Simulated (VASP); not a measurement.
# BP (F-43m) in VASP: a series of runs

BP is run at these levels: RPBE, revPBE; tasks: single point.

All numbers are computed with VASP 6.6.1; they aren't measurements. Logs are shortened: lines on timing, memory, paths and dates and some standing lists are left out, and cuts for length are marked.

### 1 The cell of the first run

Symmetry: F-43m, No. 216, cubic system. The conventional cell has a = 4.538 Å, b = 4.538 Å, c = 4.538 Å, α = 90.00°, β = 90.00°, γ = 90.00°. B (site symmetry -43m) has 4 P at 1.97 Å within 2.6 Å. P (site symmetry -43m) has 4 B at 1.97 Å within 2.6 Å.

### 2 Single point, RPBE

Input file INCAR:

```
SYSTEM = BP
PREC = Accurate
ENCUT = 500
EDIFF = 1E-6
ISMEAR = 0
SIGMA = 0.01
LREAL = .False.
LASPH = .True.
NELM = 120
ALGO = Normal
ISIF = 2
LWAVE = .False.
LCHARG = .False.
GGA = RP
NBANDS = 11
GGA_COMPAT = .False.
```

Input file KPOINTS:

```
regular mesh
0
Gamma
  8 8 8
  0 0 0
```

Input file POSCAR:

```
BP
1.0
    0.0000000000      2.2690000000      2.2690000000
    2.2690000000      0.0000000000      2.2690000000
    2.2690000000      2.2690000000      0.0000000000
B P
1 1
Direct
    0.0000000000      0.0000000000      0.0000000000
    0.2500000000      0.2500000000      0.2500000000
```

Potentials or basis: VASP PAW PBE potentials, release 64 (B, P).

Started as:

```bash
> cat potpaw_PBE.64/B/POTCAR potpaw_PBE.64/P/POTCAR > POTCAR
> mpirun -np 1 vasp_std > vasp.out
```

OUTCAR:

```text
SYSTEM = BP
   PREC = Accurate
   ENCUT = 500
   EDIFF = 1E-6
   ISMEAR = 0
   LREAL = .False.
   LASPH = .True.
   NELM = 120
   ISIF = 2
   GGA = RP

 ion  position               nearest neighbor table
   1  0.000  0.000  0.000-   2 1.97   2 1.97   2 1.97   2 1.97
   2  0.250  0.250  0.250-   1 1.97   1 1.97   1 1.97   1 1.97

  LATTYP: Found a face centered cubic cell.
 ALAT       =     4.5380000000

  Lattice vectors:

 A1 = (   0.0000000000,   2.2690000000,   2.2690000000)
 A2 = (   2.2690000000,   0.0000000000,   2.2690000000)
 A3 = (   2.2690000000,   2.2690000000,   0.0000000000)

Analysis of symmetry for initial positions (statically):
=====================================================================
 Subroutine PRICEL returns:
 Original cell was already a primitive cell.

 Routine SETGRP: Setting up the symmetry group for a
 face centered cubic supercell.

 Subroutine GETGRP returns: Found 24 space group operations
 (whereof 24 operations were pure point group operations)
 out of a pool of 48 trial point group operations.

The static configuration has the point symmetry T_d .

Analysis of symmetry for dynamics (positions and initial velocities):
=====================================================================
 Subroutine PRICEL returns:
 Original cell was already a primitive cell.

 Routine SETGRP: Setting up the symmetry group for a
 face centered cubic supercell.

 Subroutine GETGRP returns: Found 24 space group operations
 (whereof 24 operations were pure point group operations)
 out of a pool of 48 trial point group operations.

The dynamic configuration has the point symmetry T_d .

 Subroutine INISYM returns: Found 24 space group operations
 (whereof 24 operations are pure point group operations),
 and found     1 'primitive' translations

----------------------------------------------------------------------------------------

                                     Primitive cell

  volume of cell :      23.3633

  direct lattice vectors                    reciprocal lattice vectors
     0.000000000  2.269000000  2.269000000    -0.220361393  0.220361393  0.220361393
     2.269000000  0.000000000  2.269000000     0.220361393 -0.220361393  0.220361393
     2.269000000  2.269000000  0.000000000     0.220361393  0.220361393 -0.220361393

  length of vectors
     3.208850573  3.208850573  3.208850573     0.381677128  0.381677128  0.381677128

  position of ions in fractional coordinates (direct lattice)
     0.000000000  0.000000000  0.000000000
     0.250000000  0.250000000  0.250000000

  ion indices of the primitive-cell ions
   primitive index   ion index
                 1           1
                 2           2

----------------------------------------------------------------------------------------

 KPOINTS: regular mesh

Automatic generation of k-mesh.
 Grid dimensions read from file:
 generate k-points for:    8    8    8

 Generating k-lattice:

  Cartesian coordinates                     Fractional coordinates (reciprocal lattice)
    -0.027545174  0.027545174  0.027545174     0.125000000  0.000000000  0.000000000
     0.027545174 -0.027545174  0.027545174     0.000000000  0.125000000  0.000000000
     0.027545174  0.027545174 -0.027545174     0.000000000  0.000000000  0.125000000

  Length of vectors
     0.047709641  0.047709641  0.047709641

  Shift w.r.t. Gamma in fractional coordinates (k-lattice)
     0.000000000  0.000000000  0.000000000

 Subroutine IBZKPT returns following result:
 ===========================================

 Found     29 irreducible k-points:

 Following reciprocal coordinates:
            Coordinates               Weight
  0.000000  0.000000  0.000000      1.000000
  0.125000  0.000000  0.000000      8.000000
  0.250000  0.000000  0.000000      8.000000
  0.375000  0.000000  0.000000      8.000000
  0.500000  0.000000  0.000000      4.000000
  0.125000  0.125000  0.000000      6.000000
[... 16 lines left out ...]
  0.500000  0.250000  0.125000     48.000000
 -0.375000  0.250000  0.125000     24.000000
 [... further k-points ...]
   k-points           NKPTS =     29   k-points in BZ     NKDIM =     29   number of bands    NBANDS=     11
   number of dos      NEDOS =    301   number of ions     NIONS =      2
   total plane-waves  NPLWV =  13824
   dimension x,y,z NGX =    24 NGY =   24 NGZ =   24
   dimension x,y,z NGXF=    48 NGYF=   48 NGZF=   48
   ions per type =               1   1
   NGX,Y,Z   is equivalent  to a cutoff of  12.43, 12.43, 12.43 a.u.
   NGXF,Y,Z  is equivalent  to a cutoff of  24.87, 24.87, 24.87 a.u.
 SYSTEM =  BP
   PREC   = accura    normal or accurate (medium, high low for compatibility)
   ISTART =      0    job   : 0-new  1-cont  2-samecut
   ICHARG =      2    charge: 1-file 2-atom 10-const
   ISPIN  =      1    spin polarized calculation?
   LNONCOLLINEAR =      F non collinear calculations
   LSORBIT =      F    spin-orbit coupling
   LASPH  =      T    aspherical Exc in radial PAW
   ENCUT  =  500.0 eV  36.75 Ry    6.06 a.u.   5.85  5.85  5.85*2*pi/ulx,y,z
   NELM   =    120;   NELMIN=  2; NELMDL= -5     # of ELM steps
   EDIFF  = 0.1E-05   stopping-criterion for ELM
   LREAL  =      F    real-space projection
   EDIFFG = 0.1E-04   stopping-criterion for IOM
   NSW    =      0    number of steps for IOM
   IBRION =     -1    ionic relax: 0-MD 1-quasi-New 2-CG
   NFREE  =      0    steps in history (QN), initial steepest desc. (CG)
   ISIF   =      2    stress and relaxation
   ISYM   =      2    0-nonsym 1-usesym 2-fastsym
   POTIM  = 0.5000    time-step for ionic-motion
   TEBEG  =    0.0;   TEEND  =   0.0 temperature during run
   PSTRESS=    0.0 pullay stress
   NELECT =       8.0000    total number of electrons
   NUPDOWN=      -1.0000    fix difference up-down
   EMIN   =  10.00;   EMAX   =-10.00  energy-range for DOS
   EFERMI =   0.00;   METHOD = LEGACY
   ISMEAR =     0;   SIGMA  =   0.01  broadening in eV -4-tet -1-fermi 0-gaus
   EFERMI_NEDOS =   21; number of points for ismear=-14 and -15
   IALGO  =     38    algorithm
   IMIX   =      4    mixing-type and parameters
     AMIX     =   0.40;   BMIX     =  1.00
     AMIX_MAG =   1.60;   BMIX_MAG =  1.00
  volume/ion in A,a.u.               =      11.68        78.83
  Fermi-wavevector in a.u.,A,eV,Ry     =   1.145320  2.164342 17.847562  1.311759
  Thomas-Fermi vector in A             =   2.282009
   LORBIT       =      0    0 simple, 1 ext, 2 COOP (PROOUT), +10 PAW based schemes
   GGA     = RP    functional components
   LHFCALC =     F    Hartree Fock is set to
   AEXX    =    0.0000 exact exchange contribution
   IVDW    =     0    specifies the selected vdW correction
   LEPSILON=     F    determine dielectric tensor
   LRPA    =     F    only Hartree local field effects (RPA)
 non-spin polarized calculation
 Gauss-broadening in eV      SIGMA  =   0.01
  energy-cutoff  :      500.00
  volume of cell :       23.36
 maximum number of plane-waves:       609
   NGX = 11   NGY = 11   NGZ = 11

 number of electron       8.0000000 magnetization

 Free energy of the ion-electron system (eV)
  ---------------------------------------------------
  ext. energy  EPLUGINS =         0.00000000
  ---------------------------------------------------
  free energy    TOTEN  =       -12.26702390 eV

  energy without entropy =      -12.26702390  energy(sigma->0) =      -12.26702390

 E-fermi :   7.6036     XC(G=0): -10.8344

 val. band max:        7.5218741928   @ k =   0.0000   0.0000   0.0000
 cond. band min:       8.8036512967   @ k =   0.3750   0.3750   0.0000
 fundamental gap:      1.2817771039
 Fermi energy:         7.6035745622

 k-point     1 :       0.0000    0.0000    0.0000
  band No.  band energies     occupation
      1      -7.9562      2.00000
      2       7.5219      2.00000
      3       7.5219      2.00000
      4       7.5219      2.00000
      5      10.9149      0.00000
      6      10.9149      0.00000
      7      10.9149      0.00000
      8      14.9370      0.00000
      9      19.1850      0.00000
     10      19.5611      0.00000
     11      19.5611      0.00000

 k-point     2 :       0.1250    0.0000    0.0000
  band No.  band energies     occupation
      1      -7.6750      2.00000
      2       5.6621      2.00000
      3       7.0924      2.00000
      4       7.0924      2.00000
      5      11.4627      0.00000
      6      11.5090      0.00000
      7      11.5090      0.00000
      8      15.7284      0.00000
      9      18.6819      0.00000
     10      18.6819      0.00000
     11      20.0170      0.00000

 k-point     3 :       0.2500    0.0000    0.0000
  band No.  band energies     occupation
      1      -6.8502      2.00000
      2       2.6678      2.00000
      3       6.4021      2.00000
      4       6.4021      2.00000
      5      11.5351      0.00000
      6      12.2795      0.00000
      7      12.2795      0.00000
      8      17.2029      0.00000
      9      18.4403      0.00000
     10      18.4403      0.00000
     11      20.6836      0.00000

 k-point     4 :       0.3750    0.0000    0.0000
  band No.  band energies     occupation
      1      -5.5885      2.00000
      2      -0.0580      2.00000
      3       5.9244      2.00000
      4       5.9244      2.00000
      5      11.3811      0.00000
      6      12.3325      0.00000
      7      12.3325      0.00000
      8      17.7784      0.00000
      9      20.1100      0.00000
     10      20.1100      0.00000
     11      21.4765      0.00000
[... 239 lines left out ...]
 k-point    22 :       0.3750    0.2500    0.1250
  band No.  band energies     occupation
      1      -6.1262      2.00000
      2       2.5743      2.00000
      3       3.7242      2.00000
      4       5.5401      2.00000
      5      10.9927      0.00000
      6      13.5342      0.00000
      7      13.7477      0.00000
      8      15.0557      0.00000
      9      19.1163      0.00000
     10      21.4416      0.00000
     11      23.2320      0.00000

 k-point    23 :       0.5000    0.2500    0.1250
  band No.  band energies     occupation
      1      -4.8949      2.00000
      2       0.4081      2.00000
      3       3.0691      2.00000
      4       4.7718      2.00000
      5      11.6418      0.00000
      6      12.9994      0.00000
      7      14.8678      0.00000
      8      15.8705      0.00000
      9      19.9867      0.00000
     10      20.9306      0.00000
     11      24.6687      0.00000

 k-point    24 :      -0.3750    0.2500    0.1250
  band No.  band energies     occupation
      1      -3.9715      2.00000
      2      -0.9407      2.00000
      3       2.9880      2.00000
      4       4.4039      2.00000
      5      11.7319      0.00000
      6      12.7209      0.00000
      7      15.8437      0.00000
      8      17.3536      0.00000
      9      17.9933      0.00000
     10      21.9361      0.00000
     11      24.4503      0.00000

 [... further k-points ...]
[... 5 lines left out ...]
  --------------------------------------------------------------------------------------
  -------------------------------------------------------------------------------------
  Total        0.5136058      0.5136058      0.5136058     -0.0000000     -0.0000000     -0.0000000
  in kB       35.2214303     35.2214303     35.2214303     -0.0000000     -0.0000000     -0.0000000
  external PRESSURE =      35.2214303 kB  Pullay stress =       0.0000000 kB

 VOLUME and BASIS-vectors are now :
 -----------------------------------------------------------------------------
  energy-cutoff  :      500.00
  volume of cell :       23.36
      direct lattice vectors                 reciprocal lattice vectors
     0.000000000  2.269000000  2.269000000    -0.220361393  0.220361393  0.220361393
     2.269000000  0.000000000  2.269000000     0.220361393 -0.220361393  0.220361393
     2.269000000  2.269000000  0.000000000     0.220361393  0.220361393 -0.220361393

 POSITION                                       TOTAL-FORCE (eV/Angst)
 -----------------------------------------------------------------------------------
      0.00000      0.00000      0.00000        -0.000000     -0.000000     -0.000000
      1.13450      1.13450      1.13450         0.000000      0.000000      0.000000
 -----------------------------------------------------------------------------------
    total drift:                                0.000000      0.000000      0.000000

  FREE ENERGIE OF THE ION-ELECTRON SYSTEM (eV)
  ---------------------------------------------------
  free  energy   TOTEN  =       -12.2670238975 eV

  energy  without entropy=      -12.2670238975  energy(sigma->0) =      -12.26702390
```

Run time: 5.1 s. Hardware: 1 thread of AMD EPYC 9R45 (Zen 5), shared host; peak memory 0.1 GiB.

What came out:

```
Free energy            : -12.2670 eV
Pressure               : 3.5 GPa
Band gap on the k mesh : 1.28 eV, indirect (least direct gap 3.39 eV)
```

Caveat: the PAW data sets were made with another functional, which shifts forces and pressure a little. As with any semilocal functional, this RPBE gap is likely too small.

### 3 Single point, revPBE

Input file INCAR:

```
  PREC = Accurate
  ENCUT = 500
  EDIFF = 1E-6
  ISMEAR = 0
  SIGMA = 0.01
  LREAL = False
  LASPH = True
  NELM = 120
  ALGO = Normal
  ISIF = 2
  LWAVE = False
  LCHARG = False
  GGA = RE
  NBANDS = 11
  GGA_COMPAT = False
```

Input file KPOINTS:

```
Automatic mesh
0
Gamma
  8 8 8
```

POSCAR is that of step 2.

Potentials or basis: VASP PAW PBE potentials, release 64 (B, P).

Started as:

```bash
> cat potpaw_PBE.64/B/POTCAR potpaw_PBE.64/P/POTCAR > POTCAR
> mpirun -np 1 vasp_std > vasp.out
```

Wall time 4.9 s (1 thread of AMD EPYC 9R45 (Zen 5), shared host); peak memory 0.1 GiB.

The run converged. Its results:

```yaml
Free_energy: -12.3801 eV
Pressure: 2.9 GPa
Band_gap_on_the_k_mesh: 1.28 eV, indirect (least direct gap 3.39 eV)
```

Levels at points of the mesh, in eV from the valence-band top:
| k point | band 1 | band 2 | band 3 | band 4 | band 5 | band 6 | band 7 | band 8 |
| --- | --- | --- | --- | --- | --- | --- | --- | --- |
| (0.00, 0.00, 0.00) | -15.48 | 0.00 | 0.00 | 0.00 | 3.39 | 3.39 | 3.39 | 7.40 |
| (0.50, 0.00, 0.00) | -12.15 | -9.04 | -1.76 | -1.76 | 3.78 | 4.70 | 4.70 | 10.20 |
| (0.50, 0.50, 0.00) | -10.61 | -8.61 | -4.12 | -4.12 | 1.33 | 1.69 | 12.16 | 12.16 |

Caveat: the PAW data sets were made with another functional, which shifts forces and pressure a little. A k mesh can miss the band edges.
